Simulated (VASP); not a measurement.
# S (I4/mmm) in VASP: single point with PBE

Aim: the single point of S with PBE.

Program: VASP 6.6.1. These are calculated values, not measurements. Logs are shortened: lines on timing, memory, paths and dates and some standing lists are left out, and cuts for length are marked.

**1. The cell of the first run**

The structure is tetragonal, space group I4/mmm (No. 139). Conventional cell: a = 2.364 Å, b = 2.364 Å, c = 8.803 Å, α = 90.00°, β = 90.00°, γ = 90.00°. S (site symmetry 4/mmm) has 4 S at 2.36 Å within 3.1 Å.

**2. Single point, PBE**

Contents of INCAR:

```
SYSTEM = S
PREC = Accurate
ENCUT = 520
EDIFF = 1E-7
ISMEAR = 0
SIGMA = 0.1
LREAL = .False.
LASPH = .True.
NELM = 100
ALGO = Fast
ISIF = 2
LWAVE = .False.
LCHARG = .False.
GGA = PE
NBANDS = 9
```

Contents of KPOINTS:

```
Automatic mesh
0
Gamma
  32 32 32
  0 0 0
```

Contents of POSCAR:

```
S
1.0
   -1.1818383510      1.1818383510      4.4015730313
    1.1818383510     -1.1818383510      4.4015730313
    1.1818383510      1.1818383510     -4.4015730313
S
1
Direct
    0.0000000000      0.0000000000      0.0000000000
```

Potentials or basis: VASP PAW PBE potentials, release 64 (S).

The run is started by

```bash
$ cat potpaw_PBE.64/S/POTCAR > POTCAR
$ mpirun -np 1 vasp_std > vasp.out
```

OUTCAR:

```text
SYSTEM = S
   PREC = Accurate
   ENCUT = 520
   EDIFF = 1E-7
   ISMEAR = 0
   LREAL = .False.
   LASPH = .True.
   NELM = 100
   ISIF = 2
   GGA = PE

 ion  position               nearest neighbor table
   1  0.000  0.000  0.000-

  LATTYP: Found a body centered tetragonal cell.
 ALAT       =     2.3636767020
 C/A-ratio  =     3.7243443890

  Lattice vectors:

 A1 = (  -1.1818383510,   1.1818383510,   4.4015730313)
 A2 = (   1.1818383510,  -1.1818383510,   4.4015730313)
 A3 = (   1.1818383510,   1.1818383510,  -4.4015730313)

Analysis of symmetry for initial positions (statically):
=====================================================================
 Subroutine PRICEL returns:
 Original cell was already a primitive cell.

 Routine SETGRP: Setting up the symmetry group for a
 body centered tetragonal supercell.

 Subroutine GETGRP returns: Found 16 space group operations
 (whereof 16 operations were pure point group operations)
 out of a pool of 16 trial point group operations.

The static configuration has the point symmetry D_4h.

Analysis of symmetry for dynamics (positions and initial velocities):
=====================================================================
 Subroutine PRICEL returns:
 Original cell was already a primitive cell.

 Routine SETGRP: Setting up the symmetry group for a
 body centered tetragonal supercell.

 Subroutine GETGRP returns: Found 16 space group operations
 (whereof 16 operations were pure point group operations)
 out of a pool of 16 trial point group operations.

The dynamic configuration has the point symmetry D_4h.

 Subroutine INISYM returns: Found 16 space group operations
 (whereof 16 operations are pure point group operations),
 and found     1 'primitive' translations

----------------------------------------------------------------------------------------

                                     Primitive cell

  volume of cell :      24.5914

  direct lattice vectors                    reciprocal lattice vectors
    -1.181838351  1.181838351  4.401573031     0.000000000  0.423069703  0.113595752
     1.181838351 -1.181838351  4.401573031     0.423069703  0.000000000  0.113595752
     1.181838351  1.181838351 -4.401573031     0.423069703  0.423069703  0.000000000

  length of vectors
     4.708219295  4.708219295  4.708219295     0.438054755  0.438054755  0.598310912

  position of ions in fractional coordinates (direct lattice)
     0.000000000  0.000000000  0.000000000

  ion indices of the primitive-cell ions
   primitive index   ion index
                 1           1

----------------------------------------------------------------------------------------

 KPOINTS: Automatic mesh

Automatic generation of k-mesh.
 Grid dimensions read from file:
 generate k-points for:   32   32   32

 Generating k-lattice:

  Cartesian coordinates                     Fractional coordinates (reciprocal lattice)
     0.000000000  0.013220928  0.003549867     0.031250000  0.000000000 -0.000000000
     0.013220928  0.000000000  0.003549867     0.000000000  0.031250000 -0.000000000
     0.013220928  0.013220928  0.000000000     0.000000000  0.000000000  0.031250000

  Length of vectors
     0.013689211  0.013689211  0.018697216

  Shift w.r.t. Gamma in fractional coordinates (k-lattice)
     0.000000000  0.000000000  0.000000000

 Subroutine IBZKPT returns following result:
 ===========================================

 Found   2393 irreducible k-points:

 Following reciprocal coordinates:
            Coordinates               Weight
  0.000000  0.000000  0.000000      1.000000
  0.031250  0.000000  0.000000      8.000000
  0.062500  0.000000  0.000000      8.000000
  0.093750  0.000000  0.000000      8.000000
  0.125000  0.000000  0.000000      8.000000
  0.156250 -0.000000  0.000000      8.000000
[... 16 lines left out ...]
  0.187500  0.031250  0.000000     16.000000
  0.218750  0.031250  0.000000     16.000000
 [... further k-points ...]
   k-points           NKPTS =   2393   k-points in BZ     NKDIM =   2393   number of bands    NBANDS=      9
   number of dos      NEDOS =    301   number of ions     NIONS =      1
   total plane-waves  NPLWV =  46656
   dimension x,y,z NGX =    36 NGY =   36 NGZ =   36
   dimension x,y,z NGXF=    72 NGYF=   72 NGZF=   72
   ions per type =               1
   NGX,Y,Z   is equivalent  to a cutoff of  12.71, 12.71, 12.71 a.u.
   NGXF,Y,Z  is equivalent  to a cutoff of  25.42, 25.42, 25.42 a.u.
 SYSTEM =  S
   PREC   = accura    normal or accurate (medium, high low for compatibility)
   ISTART =      0    job   : 0-new  1-cont  2-samecut
   ICHARG =      2    charge: 1-file 2-atom 10-const
   ISPIN  =      1    spin polarized calculation?
   LNONCOLLINEAR =      F non collinear calculations
   LSORBIT =      F    spin-orbit coupling
   LASPH  =      T    aspherical Exc in radial PAW
   ENCUT  =  520.0 eV  38.22 Ry    6.18 a.u.   8.75  8.75  8.75*2*pi/ulx,y,z
   NELM   =    100;   NELMIN=  2; NELMDL= -5     # of ELM steps
   EDIFF  = 0.1E-06   stopping-criterion for ELM
   LREAL  =      F    real-space projection
   EDIFFG = 0.1E-05   stopping-criterion for IOM
   NSW    =      0    number of steps for IOM
   IBRION =     -1    ionic relax: 0-MD 1-quasi-New 2-CG
   NFREE  =      0    steps in history (QN), initial steepest desc. (CG)
   ISIF   =      2    stress and relaxation
   ISYM   =      2    0-nonsym 1-usesym 2-fastsym
   POTIM  = 0.5000    time-step for ionic-motion
   TEBEG  =    0.0;   TEEND  =   0.0 temperature during run
   PSTRESS=    0.0 pullay stress
   NELECT =       6.0000    total number of electrons
   NUPDOWN=      -1.0000    fix difference up-down
   EMIN   =  10.00;   EMAX   =-10.00  energy-range for DOS
   EFERMI =   0.00;   METHOD = LEGACY
   ISMEAR =     0;   SIGMA  =   0.10  broadening in eV -4-tet -1-fermi 0-gaus
   EFERMI_NEDOS =   21; number of points for ismear=-14 and -15
   IALGO  =     68    algorithm
   IMIX   =      4    mixing-type and parameters
     AMIX     =   0.40;   BMIX     =  1.00
     AMIX_MAG =   1.60;   BMIX_MAG =  1.00
  volume/ion in A,a.u.               =      24.59       165.95
  Fermi-wavevector in a.u.,A,eV,Ry     =   1.022972  1.933137 14.238122  1.046472
  Thomas-Fermi vector in A             =   2.156681
   LORBIT       =      0    0 simple, 1 ext, 2 COOP (PROOUT), +10 PAW based schemes
   GGA     = PE    functional components
   LHFCALC =     F    Hartree Fock is set to
   AEXX    =    0.0000 exact exchange contribution
   IVDW    =     0    specifies the selected vdW correction
   LEPSILON=     F    determine dielectric tensor
   LRPA    =     F    only Hartree local field effects (RPA)
 non-spin polarized calculation
 RMM-DIIS sequential band-by-band and
 Gauss-broadening in eV      SIGMA  =   0.10
  energy-cutoff  :      520.00
  volume of cell :       24.59
 maximum number of plane-waves:       677
   NGX = 17   NGY = 17   NGZ = 17

 number of electron       6.0000001 magnetization

 Free energy of the ion-electron system (eV)
  ---------------------------------------------------
  ext. energy  EPLUGINS =         0.00000000
  ---------------------------------------------------
  free energy    TOTEN  =        -3.64793826 eV

  energy without entropy =       -3.64609996  energy(sigma->0) =       -3.64701911

 E-fermi :   2.7163     XC(G=0):  -8.3027

 val. band max:        2.7134482288   @ k =   0.4688   0.2187   0.0625
 cond. band min:       2.7190172837   @ k =  -0.4375   0.4375   0.1250
 fundamental gap:      0.0055690548
 Fermi energy:         2.7163470110

 k-point     1 :       0.0000    0.0000    0.0000
  band No.  band energies     occupation
      1     -13.9125      2.00000
      2      -1.7157      2.00000
      3       6.3517      0.00000
      4       7.3561      0.00000
      5       7.3561      0.00000
      6      11.5995      0.00000
      7      16.5569      0.00000
      8      20.8269      0.00000
      9      22.2438      0.00000

 k-point     2 :       0.0312    0.0000    0.0000
  band No.  band energies     occupation
      1     -13.8897      2.00000
      2      -1.6974      2.00000
      3       6.3800      0.00000
      4       7.0624      0.00000
      5       7.3719      0.00000
      6      11.8379      0.00000
      7      16.6543      0.00000
      8      20.5373      0.00000
      9      22.2593      0.00000

 k-point     3 :       0.0625    0.0000    0.0000
  band No.  band energies     occupation
      1     -13.8212      2.00000
      2      -1.6426      2.00000
      3       6.2818      0.00000
      4       6.5228      0.00000
      5       7.4189      0.00000
      6      12.3855      0.00000
      7      16.9521      0.00000
      8      19.8077      0.00000
      9      22.2495      0.00000

 k-point     4 :       0.0938    0.0000    0.0000
  band No.  band energies     occupation
      1     -13.7075      2.00000
      2      -1.5514      2.00000
      3       5.3698      0.00000
      4       6.6512      0.00000
      5       7.4966      0.00000
      6      12.9988      0.00000
      7      17.4517      0.00000
      8      18.8510      0.00000
      9      22.2438      0.00000
[... 205 lines left out ...]
 k-point    22 :       0.1562    0.0312    0.0000
  band No.  band energies     occupation
      1     -13.3227      2.00000
      2      -1.2621      2.00000
      3       3.2977      0.00000
      4       7.2183      0.00000
      5       7.5214      0.00000
      6      14.2864      0.00000
      7      16.6546      0.00000
      8      18.9738      0.00000
      9      21.6821      0.00000

 k-point    23 :       0.1875    0.0312    0.0000
  band No.  band energies     occupation
      1     -13.0769      2.00000
      2      -1.0693      2.00000
      3       2.2424      2.00000
      4       7.5334      0.00000
      5       7.7209      0.00000
      6      14.6875      0.00000
      7      15.5858      0.00000
      8      19.7160      0.00000
      9      21.8886      0.00000

 k-point    24 :       0.2188    0.0312    0.0000
  band No.  band energies     occupation
      1     -12.7896      2.00000
      2      -0.8445      2.00000
      3       1.2023      2.00000
      4       7.8025      0.00000
      5       8.0445      0.00000
      6      14.5049      0.00000
      7      15.0800      0.00000
      8      20.2623      0.00000
      9      22.2836      0.00000

 [... further k-points ...]

------------------------ aborting loop because EDIFF is reached ----------------------------------------

  FORCE on cell =-STRESS in cart. coord.  units (eV):
  Direction    XX          YY          ZZ          XY          YZ          ZX
  --------------------------------------------------------------------------------------
  -------------------------------------------------------------------------------------
  Total       -0.0389835     -0.0389835     -0.0044894      0.0000000      0.0000000      0.0000000
  in kB       -2.5398466     -2.5398466     -0.2924909      0.0000000      0.0000000      0.0000000
  external PRESSURE =      -1.7907280 kB  Pullay stress =       0.0000000 kB

 VOLUME and BASIS-vectors are now :
 -----------------------------------------------------------------------------
  energy-cutoff  :      520.00
  volume of cell :       24.59
      direct lattice vectors                 reciprocal lattice vectors
    -1.181838351  1.181838351  4.401573031     0.000000000  0.423069703  0.113595752
     1.181838351 -1.181838351  4.401573031     0.423069703  0.000000000  0.113595752
     1.181838351  1.181838351 -4.401573031     0.423069703  0.423069703  0.000000000

 POSITION                                       TOTAL-FORCE (eV/Angst)
 -----------------------------------------------------------------------------------
      0.00000      0.00000      0.00000        -0.000000     -0.000000      0.000000
 -----------------------------------------------------------------------------------
    total drift:                               -0.000000      0.000000      0.000000

  FREE ENERGIE OF THE ION-ELECTRON SYSTEM (eV)
  ---------------------------------------------------
  free  energy   TOTEN  =        -3.6479382627 eV

  energy  without entropy=       -3.6460999589  energy(sigma->0) =       -3.64701911
```

Run time: 7.5 min. Hardware: 1 thread of Intel Xeon 6975P-C (Granite Rapids), shared host; peak memory 0.58 GiB.

What came out:

* Free energy: -3.6479 eV
* Pressure: -0.2 GPa
* Band gap on the k mesh: zero (bands 3 and 4 overlap by 5.91 eV)

Levels at points of the mesh, in eV from the Fermi level:
```csv
k point,band 1,band 2,band 3,band 4,band 5,band 6
"(0.00, 0.00, 0.00)",-16.63,-4.43,3.64,4.64,4.64,8.88
"(0.50, 0.00, 0.00)",-12.43,-7.98,-1.40,5.57,6.87,11.01
"(0.50, 0.50, 0.00)",-7.82,-5.01,-4.98,1.52,3.66,9.41
"(0.50, 0.50, 0.50)",-16.58,-5.14,4.63,4.63,8.25,8.86
```
